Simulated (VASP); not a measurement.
# TiO2 (P2_1/c) in VASP: single point with PBE

Aim: the single point of TiO2 with PBE.

Everything below comes from runs of VASP 6.6.1. Logs are shortened: lines on timing, memory, paths and dates and some standing lists are left out, and cuts for length are marked.

## Step 1: The cell of the first run

The structure is monoclinic, space group P2_1/c (No. 14). The conventional cell has a = 2.964 Å, b = 4.643 Å, c = 5.477 Å, α = 90.00°, β = 122.04°, γ = 90.00°. Ti (site symmetry -1) has 6 O at 1.95 to 2.00 Å within 2.6 Å. Within 2.6 Å of O (site symmetry 1) lie 3 Ti at 1.95 to 2.00 Å and 1 O at 2.56 Å.

## Step 2: Single point, PBE (strain +0.0125 x Voigt [0, 0, 0, 1, 0, 0])

Contents of INCAR:

```
  ALGO = Normal
  EDIFF = 1E-6
  ENCUT = 520
  GGA = PE
  ISIF = 2
  ISMEAR = 0
  LASPH = True
  LCHARG = False
  LREAL = False
  LWAVE = False
  NBANDS = 33
  NELM = 80
  PREC = Accurate
  SIGMA = 0.05
```

Contents of KPOINTS:

```
k-points
0
Gamma
  6 6 10
```

Contents of POSCAR:

```
TiO2
1.0
    4.6430645122      0.0000000000      0.0000000000
    0.0000000000      4.6430645122      0.0290191532
    0.0000000000      0.0185251525      2.9640243990
Ti O
2 4
Direct
    0.0000000000      0.0000000000      0.0000000000
    0.5000000000      0.5000000000      0.5000000000
    0.3051105247      0.3051105247      0.0000000000
    0.1948894753      0.8051105247      0.5000000000
    0.6948894753      0.6948894753      0.0000000000
    0.8051105247      0.1948894753      0.5000000000
```

Potentials or basis: VASP PAW PBE potentials, release 64 (Ti_sv, O).

On the command line:

```bash
> cat potpaw_PBE.64/Ti_sv/POTCAR potpaw_PBE.64/O/POTCAR > POTCAR
> mpirun -np 1 vasp_std > vasp.out
```

OUTCAR:

```text
EDIFF = 1E-6
   ENCUT = 520
   GGA = PE
   ISIF = 2
   ISMEAR = 0
   LASPH = True
   LREAL = False
   NELM = 80
   PREC = Accurate

 ion  position               nearest neighbor table
   1  0.000  0.000  0.000-   4 1.95   6 1.95   4 1.97   6 1.97   5 2.00   3 2.00
   2  0.500  0.500  0.500-   3 1.95   5 1.95   3 1.97   5 1.97   4 2.00   6 2.00
   3  0.305  0.305  0.000-   2 1.95   2 1.97   1 2.00
   4  0.195  0.805  0.500-   1 1.95   1 1.97   2 2.00
   5  0.695  0.695  0.000-   2 1.95   2 1.97   1 2.00
   6  0.805  0.195  0.500-   1 1.95   1 1.97   2 2.00

  LATTYP: Found a simple monoclinic cell.
 ALAT       =     2.9640822895
 B/A-ratio  =     1.5664425136
 C/A-ratio  =     1.5664731079
 COS(beta)  =    -0.0124995117

  Lattice vectors:

 A1 = (   0.0000000000,   0.0185251525,   2.9640243990)
 A2 = (  -4.6430645122,   0.0000000000,   0.0000000000)
 A3 = (   0.0000000000,  -4.6430645122,  -0.0290191532)

Analysis of symmetry for initial positions (statically):
=====================================================================
 Subroutine PRICEL returns:
 Original cell was already a primitive cell.

 Routine SETGRP: Setting up the symmetry group for a
 simple monoclinic supercell.

 Subroutine GETGRP returns: Found  4 space group operations
 (whereof  2 operations were pure point group operations)
 out of a pool of  4 trial point group operations.

The static configuration has the point symmetry S_2 .
 The point group associated with its full space group is C_2h.

Analysis of symmetry for dynamics (positions and initial velocities):
=====================================================================
 Subroutine PRICEL returns:
 Original cell was already a primitive cell.

 Routine SETGRP: Setting up the symmetry group for a
 simple monoclinic supercell.

 Subroutine GETGRP returns: Found  4 space group operations
 (whereof  2 operations were pure point group operations)
 out of a pool of  4 trial point group operations.

The dynamic configuration has the point symmetry S_2 .
 The point group associated with its full space group is C_2h.

 Subroutine INISYM returns: Found  4 space group operations
 (whereof  2 operations are pure point group operations),
 and found     1 'primitive' translations

----------------------------------------------------------------------------------------

                                     Primitive cell

  volume of cell :      63.8961

  direct lattice vectors                    reciprocal lattice vectors
     4.643064512  0.000000000  0.000000000     0.215374996  0.000000000  0.000000000
     0.000000000  4.643064512  0.029019153     0.000000000  0.215383409 -0.001346146
     0.000000000  0.018525152  2.964024399     0.000000000 -0.002108702  0.337392318

  length of vectors
     4.643064512  4.643155196  2.964082290     0.215374996  0.215387616  0.337398908

  position of ions in fractional coordinates (direct lattice)
     0.000000000  0.000000000  0.000000000
     0.500000000  0.500000000  0.500000000
     0.305110525  0.305110525  0.000000000
     0.194889475  0.805110525  0.500000000
     0.694889475  0.694889475  0.000000000
     0.805110525  0.194889475  0.500000000

  ion indices of the primitive-cell ions
   primitive index   ion index
                 1           1
                 2           2
                 3           3
                 4           4
                 5           5
                 6           6

----------------------------------------------------------------------------------------

 KPOINTS: k-points

Automatic generation of k-mesh.
 Grid dimensions read from file:
 generate k-points for:    6    6   10

 Generating k-lattice:

  Cartesian coordinates                     Fractional coordinates (reciprocal lattice)
     0.035895833  0.000000000  0.000000000     0.166666667  0.000000000  0.000000000
     0.000000000  0.035897235 -0.000224358     0.000000000  0.166666667 -0.000000000
     0.000000000 -0.000210870  0.033739232     0.000000000 -0.000000000  0.100000000

  Length of vectors
     0.035895833  0.035897936  0.033739891

  Shift w.r.t. Gamma in fractional coordinates (k-lattice)
     0.000000000  0.000000000  0.000000000

 Subroutine IBZKPT returns following result:
 ===========================================

 Found    128 irreducible k-points:

 Following reciprocal coordinates:
            Coordinates               Weight
  0.000000  0.000000  0.000000      1.000000
  0.166667  0.000000  0.000000      2.000000
  0.333333  0.000000  0.000000      2.000000
  0.500000  0.000000  0.000000      1.000000
  0.000000  0.166667  0.000000      2.000000
  0.166667  0.166667  0.000000      4.000000
[... 16 lines left out ...]
  0.333333  0.166667  0.100000      4.000000
  0.500000  0.166667  0.100000      2.000000
 [... further k-points ...]
   k-points           NKPTS =    128   k-points in BZ     NKDIM =    128   number of bands    NBANDS=     33
   number of dos      NEDOS =    301   number of ions     NIONS =      6
   total plane-waves  NPLWV =  31104
   dimension x,y,z NGX =    36 NGY =   36 NGZ =   24
   dimension x,y,z NGXF=    72 NGYF=   72 NGZF=   48
   ions per type =               2   4
   NGX,Y,Z   is equivalent  to a cutoff of  12.89, 12.89, 13.46 a.u.
   NGXF,Y,Z  is equivalent  to a cutoff of  25.78, 25.78, 26.92 a.u.
 SYSTEM =  unknown system
   PREC   = accura    normal or accurate (medium, high low for compatibility)
   ISTART =      0    job   : 0-new  1-cont  2-samecut
   ICHARG =      2    charge: 1-file 2-atom 10-const
   ISPIN  =      1    spin polarized calculation?
   LNONCOLLINEAR =      F non collinear calculations
   LSORBIT =      F    spin-orbit coupling
   LASPH  =      T    aspherical Exc in radial PAW
   ENCUT  =  520.0 eV  38.22 Ry    6.18 a.u.   8.63  8.63  5.51*2*pi/ulx,y,z
   NELM   =     80;   NELMIN=  2; NELMDL= -5     # of ELM steps
   EDIFF  = 0.1E-05   stopping-criterion for ELM
   LREAL  =      F    real-space projection
   EDIFFG = 0.1E-04   stopping-criterion for IOM
   NSW    =      0    number of steps for IOM
   IBRION =     -1    ionic relax: 0-MD 1-quasi-New 2-CG
   NFREE  =      0    steps in history (QN), initial steepest desc. (CG)
   ISIF   =      2    stress and relaxation
   ISYM   =      2    0-nonsym 1-usesym 2-fastsym
   POTIM  = 0.5000    time-step for ionic-motion
   TEBEG  =    0.0;   TEEND  =   0.0 temperature during run
   PSTRESS=    0.0 pullay stress
   NELECT =      48.0000    total number of electrons
   NUPDOWN=      -1.0000    fix difference up-down
   EMIN   =  10.00;   EMAX   =-10.00  energy-range for DOS
   EFERMI =   0.00;   METHOD = LEGACY
   ISMEAR =     0;   SIGMA  =   0.05  broadening in eV -4-tet -1-fermi 0-gaus
   EFERMI_NEDOS =   21; number of points for ismear=-14 and -15
   IALGO  =     38    algorithm
   IMIX   =      4    mixing-type and parameters
     AMIX     =   0.40;   BMIX     =  1.00
     AMIX_MAG =   1.60;   BMIX_MAG =  1.00
  volume/ion in A,a.u.               =      10.65        71.87
  Fermi-wavevector in a.u.,A,eV,Ry     =   1.488209  2.812307 30.133708  2.214765
  Thomas-Fermi vector in A             =   2.601272
   LORBIT       =      0    0 simple, 1 ext, 2 COOP (PROOUT), +10 PAW based schemes
   GGA     = PE    functional components
   LHFCALC =     F    Hartree Fock is set to
   AEXX    =    0.0000 exact exchange contribution
   IVDW    =     0    specifies the selected vdW correction
   LEPSILON=     F    determine dielectric tensor
   LRPA    =     F    only Hartree local field effects (RPA)
 non-spin polarized calculation
 Gauss-broadening in eV      SIGMA  =   0.05
  energy-cutoff  :      520.00
  volume of cell :       63.90
 maximum number of plane-waves:      1740
 NGX is ok and might be reduce to    36
   NGX = 17   NGY = 17   NGZ = 11

 number of electron      48.0000019 magnetization

 Free energy of the ion-electron system (eV)
  ---------------------------------------------------
  ext. energy  EPLUGINS =         0.00000000
  ---------------------------------------------------
  free energy    TOTEN  =       -53.67191650 eV

  energy without entropy =      -53.67191650  energy(sigma->0) =      -53.67191650

 E-fermi :   4.9048     XC(G=0): -11.2851

 val. band max:        4.5786069685   @ k =   0.0000   0.0000   0.0000
 cond. band min:       6.4134409477   @ k =   0.0000   0.0000   0.0000
 fundamental gap:      1.8348339792
 Fermi energy:         4.9047540446

 k-point     1 :       0.0000    0.0000    0.0000
  band No.  band energies     occupation
      1     -52.3806      2.00000
      2     -52.3657      2.00000
      3     -28.6677      2.00000
      4     -28.6676      2.00000
      5     -28.5177      2.00000
      6     -28.5176      2.00000
[... 25 lines left out ...]
     32      11.0460      0.00000
     33      11.0503      0.00000

 k-point     2 :       0.1667    0.0000    0.0000
  band No.  band energies     occupation
      1     -52.3796      2.00000
      2     -52.3667      2.00000
      3     -28.6599      2.00000
      4     -28.6592      2.00000
      5     -28.5270      2.00000
      6     -28.5262      2.00000
[... 25 lines left out ...]
     32      10.9646      0.00000
     33      10.9776      0.00000

 k-point     3 :       0.3333    0.0000    0.0000
  band No.  band energies     occupation
      1     -52.3769      2.00000
      2     -52.3694      2.00000
      3     -28.6395      2.00000
      4     -28.6378      2.00000
      5     -28.5501      2.00000
      6     -28.5482      2.00000
[... 25 lines left out ...]
     32      10.7942      0.00000
     33      10.8198      0.00000

 k-point     4 :       0.5000    0.0000    0.0000
  band No.  band energies     occupation
      1     -52.3731      2.00000
      2     -52.3731      2.00000
      3     -28.6226      2.00000
      4     -28.6226      2.00000
      5     -28.5661      2.00000
      6     -28.5661      2.00000
[... 673 lines left out ...]
     32      10.5433      0.00000
     33      10.8940      0.00000

 k-point    23 :       0.3333    0.1667    0.1000
  band No.  band energies     occupation
      1     -52.3725      2.00000
      2     -52.3664      2.00000
      3     -28.6532      2.00000
      4     -28.6135      2.00000
      5     -28.5680      2.00000
      6     -28.5241      2.00000
[... 25 lines left out ...]
     32      10.3978      0.00000
     33      10.8266      0.00000

 k-point    24 :       0.5000    0.1667    0.1000
  band No.  band energies     occupation
      1     -52.3694      2.00000
      2     -52.3694      2.00000
      3     -28.6329      2.00000
      4     -28.6329      2.00000
      5     -28.5480      2.00000
      6     -28.5480      2.00000
[... 25 lines left out ...]
     32      10.2405      0.00000
     33      10.7857      0.00000

 [... further k-points ...]

------------------------ aborting loop because EDIFF is reached ----------------------------------------

  FORCE on cell =-STRESS in cart. coord.  units (eV):
  Direction    XX          YY          ZZ          XY          YZ          ZX
  --------------------------------------------------------------------------------------
  -------------------------------------------------------------------------------------
  Total        0.2405650      0.2440639      0.3674130      0.0000000     -0.6834959      0.0000000
  in kB        6.0321040      6.1198380      9.2127821      0.0000000    -17.1384770      0.0000000
  external PRESSURE =       7.1215747 kB  Pullay stress =       0.0000000 kB

 VOLUME and BASIS-vectors are now :
 -----------------------------------------------------------------------------
  energy-cutoff  :      520.00
  volume of cell :       63.90
      direct lattice vectors                 reciprocal lattice vectors
     4.643064512  0.000000000  0.000000000     0.215374996  0.000000000  0.000000000
     0.000000000  4.643064512  0.029019153     0.000000000  0.215383409 -0.001346146
     0.000000000  0.018525152  2.964024399     0.000000000 -0.002108702  0.337392318

 POSITION                                       TOTAL-FORCE (eV/Angst)
 -----------------------------------------------------------------------------------
      0.00000      0.00000      0.00000         0.000000     -0.000000     -0.000000
      2.32153      2.33079      1.49652         0.000000     -0.000000     -0.000000
      1.41665      1.41665      0.00885        -0.020698     -0.020840      0.061226
      0.90488      3.74744      1.50538         0.020698     -0.020840      0.061226
      3.22642      3.22642      0.02017         0.020698      0.020840     -0.061226
      3.73818      0.91415      1.48767        -0.020698      0.020840     -0.061226
 -----------------------------------------------------------------------------------
    total drift:                                0.000000      0.000000     -0.000000

  FREE ENERGIE OF THE ION-ELECTRON SYSTEM (eV)
  ---------------------------------------------------
  free  energy   TOTEN  =       -53.6719165017 eV

  energy  without entropy=      -53.6719165017  energy(sigma->0) =      -53.67191650
```

Wall time 9.2 min (1 thread of Intel Xeon 8259CL, shared host); peak memory 0.32 GiB.

What came out:

```yaml
Free_energy: -53.6719 eV
Pressure: 0.7 GPa
Largest_force: 0.068 eV/Å
Band_gap_on_the_k_mesh: 1.83 eV
```

Forces in eV/Å, atoms in the order of the input:
```
Ti   0.000  0.000  0.000
Ti   0.000  0.000  0.000
O   -0.021 -0.021  0.061
O    0.021 -0.021  0.061
O    0.021  0.021 -0.061
O   -0.021  0.021 -0.061
```

Caveat: the cell differs from its parent crystal (strain +0.0125 x Voigt [0, 0, 0, 1, 0, 0]). A k mesh can miss the band edges.
